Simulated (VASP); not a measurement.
## Ni: single point with PBE

The system is Ni, a slab with vacuum.

```
CELL_PARAMETERS angstrom
2.48823 0.00000 0.00000
0.00000 2.48823 0.00000
0.00000 0.00000 17.51889
ATOMIC_POSITIONS crystal
Ni 0.50000 0.50000 0.39957
Ni 0.00000 0.00000 0.49688
Ni 0.50000 0.50000 0.59418
```

```json
{
 "Program": "VASP 6.6.1",
 "Task": "single point",
 "Functional": "PBE",
 "Potentials or basis": "VASP PAW PBE potentials, release 64 (Ni)",
 "Cutoff": "520 eV",
 "k mesh": "11 × 11 × 1",
 "Occupations": "gaussian, width 0.1 eV",
 "Spin": "collinear spin, ferromagnetic start",
 "Starting moments": "[0.75, 0.75, 0.75] μB",
 "Dipole correction": "yes",
 "Further INCAR settings": "ALGO = Normal; EDIFF = 1e-06; NBANDS = 26"
}
```

```json
{"Largest force": "0.006 eV/Å", "Net moment": "2.06 μB per cell", "Site moments": "Ni +0.73, +0.64 (each value once) μB", "Valence electrons inside the program's atomic spheres": "Ni 9.15, 9.35 (each value once)"}
```

Forces in eV/Å, atoms in the order of the input:
```
Ni   0.000  0.000  0.006
Ni   0.000  0.000  0.000
Ni   0.000  0.000 -0.006
```

Levels at points of the mesh, in eV from the Fermi level:
Spin up:
```csv
k point,band 14,band 15,band 16,band 17,band 18,band 19
"(0.00, 0.00, 0.00)",-0.72,-0.57,-0.57,-0.54,-0.36,1.76
```
Spin down:
| k point | band 11 | band 12 | band 13 | band 14 | band 15 | band 16 | band 17 | band 18 |
| --- | --- | --- | --- | --- | --- | --- | --- | --- |
| (0.00, 0.00, 0.00) | -0.50 | -0.35 | -0.35 | -0.24 | 0.05 | 0.23 | 0.33 | 0.33 |

Run time: 4.9 min on 1 thread of Intel Xeon 8259CL (shared host), peak memory 0.3 GiB.
